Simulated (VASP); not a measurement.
Input of a VASP 6.6.1 run:

Contents of INCAR:

```
SYSTEM = NaH
ALGO     = Normal         ! electronic algorithm
EDIFF    = 1E-6           ! SCF threshold, eV
ENCUT    = 520            ! plane-wave cutoff, eV
GGA      = PE             ! functional
ISIF     = 2              ! what is computed and relaxed
ISMEAR   = 0              ! smearing method
LASPH    = .True.         ! aspherical terms in the spheres
LCHARG   = .False.        ! write CHGCAR
LREAL    = .False.        ! projectors in reciprocal space
LWAVE    = .False.        ! write WAVECAR
NBANDS   = 11             ! bands
NELM     = 100            ! most SCF steps
PREC     = Accurate       ! precision mode
SIGMA    = 0.02           ! smearing width, eV
```

Contents of KPOINTS:

```
k-points
0
Gamma
  10 10 10
  0 0 0
```

File POSCAR:

```
NaH
1.0
    3.0899663081      0.0000000000      0.0000000000
    0.0000000000      3.0899663081      0.0000000000
    0.0000000000      0.0000000000      3.0899663081
Na H
1 1
Direct
    0.0000000000      0.0000000000      0.0000000000
    0.5000000000      0.5000000000      0.5000000000
```

Potentials or basis: VASP PAW PBE potentials, release 64 (Na_pv, H).

Launch:

```sh
$ cat potpaw_PBE.64/Na_pv/POTCAR potpaw_PBE.64/H/POTCAR > POTCAR
$ mpirun -np 1 vasp_std > vasp.out
```

Problem. Estimate the pressure.

Solution. -2.4 GPa.

Problem. Predict the band gap on the k mesh.

Solution. 1.03 eV, indirect (least direct gap 4.06 eV).

Caveat: the cell differs from its parent crystal (strained). A k mesh can miss the band edges.
